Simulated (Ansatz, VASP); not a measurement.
Two plane-wave programs on CaSe

Contents of INCAR:

```
ALGO = Normal
EDIFF = 1E-6
ENCUT = 520
GGA = PE
ISIF = 2
ISMEAR = 0
LASPH = True
LCHARG = False
LREAL = False
LWAVE = False
NBANDS = 24
NELM = 60
PREC = Accurate
SIGMA = 0.01
```

The input KPOINTS:

```
k-points
0
Gamma
  6 6 4
```

File POSCAR:

```
CaSe
1.0
    5.1272531769      0.0000000000      0.0000000000
   -2.5636265884      4.4403315028      0.0000000000
    0.0000000000      0.0000000000      6.0111172808
Ca Se
2 2
Direct
    0.3333333333      0.6666666667     -0.0624867206
    0.6666666667      0.3333333333      0.4375132794
    0.3333333333      0.6666666667      0.4374867206
    0.6666666667      0.3333333333      0.9374867206
```

Input for Ansatz:

```yaml
crystal:
  lattice:
    - [5.1272531769, 0.0, 0.0]
    - [-2.5636265884, 4.4403315028, 0.0]
    - [0.0, 0.0, 6.0111172808]
  atoms:
    - { symbol: Ca, position: [0.3333333333, 0.6666666667, -0.0624867206] }
    - { symbol: Ca, position: [0.6666666667, 0.3333333333, 0.4375132794] }
    - { symbol: Se, position: [0.3333333333, 0.6666666667, 0.4374867206] }
    - { symbol: Se, position: [0.6666666667, 0.3333333333, 0.9374867206] }
kpoints:
  mp_grid: { grid: [6, 6, 4] }
hamiltonian:
  xc: pbe
scf:
  occupations: { method: fixed }
  n_extra_bands: 5
output:
  forces: true
  stress: true
  eigenvalues: true
```

Alike in both runs: task single point; functional PBE; k mesh 6 × 6 × 4; no spin polarisation.

```csv
,VASP,Ansatz
version,VASP 6.6.1,Ansatz 0.2.0
potentials or method,"VASP PAW PBE potentials, release 64 (Ca_sv, Se)","plane waves, PAW"
plane-wave cutoff (eV),520,420
occupations,"gaussian, width 0.01 eV",fixed
valence electrons in the cell,32,52
```

Ansatz gave:

| Quantity | Value |
| --- | --- |
| gap on the k mesh at the Fermi level (eV) | 2.44 |
| pressure (GPa) | -1.9 |
| traceless stress, the component that is largest in VASP (GPa) | -0.23 |

**Question.** Estimate VASP's values.

**Answer.** gap on the k mesh at the Fermi level (eV): 2.44; pressure (GPa): -1.8; traceless stress, the component that is largest in VASP (GPa): -0.22.

VASP's potentials hold 32 valence electrons a cell and Ansatz's 52, so a difference there can come from the potentials and not from the codes.
